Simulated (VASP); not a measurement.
The system is WS2.

```
W S
1.0
     5.54486    0.00000    0.00000
     0.00000    5.54486    0.00000
     0.00000    0.00000    3.70658
W S
2 4
Direct
  0.50000 0.50000 0.50000
  0.00000 0.00000 0.00000
  0.69557 0.69557 0.00000
  0.80443 0.19557 0.50000
  0.30443 0.30443 0.00000
  0.19557 0.80443 0.50000
```

| Property | Result |
| --- | --- |
| Program | VASP 6.6.1 |
| Task | relaxation of cell and atoms |
| Functional | PBEsol |
| Potentials or basis | VASP PAW PBE potentials, release 64 (W_sv, S) |
| Cutoff | 600 eV |
| k mesh | 4 × 4 × 6 |
| Occupations | fermi-dirac, width 0.03 eV |
| Spin | no spin polarisation |

At the start: pressure -3.8 GPa; volume 18.99 Å³/atom.

Task: Where does the relaxation end?

Result: Over 17 steps the energy falls by 170.6 meV/atom and the volume is 17.99 Å³/atom (-5.3 %); space group P4_2/mnm (No. 136, to 0.1 Å) before and after.

Step by step:
```
step  energy change (eV)  largest force (eV/Å)  pressure (GPa)  volume (Å³)
   1              0.0000                0.6203           -3.76       113.96
   2             -0.3578                1.1942            6.54       106.62
   3             -0.3649                1.3227            8.64       105.37
   4             -0.5491                1.2439            7.98       105.36
   5             -0.9066                0.8751            6.25       105.01
   6             -0.0218                0.0245            6.13       102.73
   7             -0.9396                0.6023            5.72       104.78
   8             -1.0165                0.2515            1.03       107.47
   9             -1.0210                0.1459           -0.39       108.37
  10             -1.0210                0.1540           -0.30       108.30
  11             -1.0226                0.1048           -0.12       108.14
  12             -1.0233                0.0076            0.23       107.85
  13             -1.0234                0.0317            0.15       107.92
  14             -1.0236                0.0136            0.00       108.00
  15             -1.0236                0.0002           -0.11       108.06
  16             -1.0237                0.0002           -0.07       108.01
  17             -1.0238                0.0001            0.01       107.94
```

Final structure:
```
CELL_PARAMETERS angstrom
5.82720 0.00000 0.00000
0.00000 5.82720 0.00000
0.00000 0.00000 3.17880
ATOMIC_POSITIONS crystal
W 0.50000 0.50000 0.50000
W 0.00000 0.00000 0.00000
S 0.71482 0.71482 0.00000
S 0.78518 0.21482 0.50000
S 0.28518 0.28518 0.00000
S 0.21482 0.78518 0.50000
```

Caveat: the PAW data sets were made with another functional, which shifts forces and pressure a little.
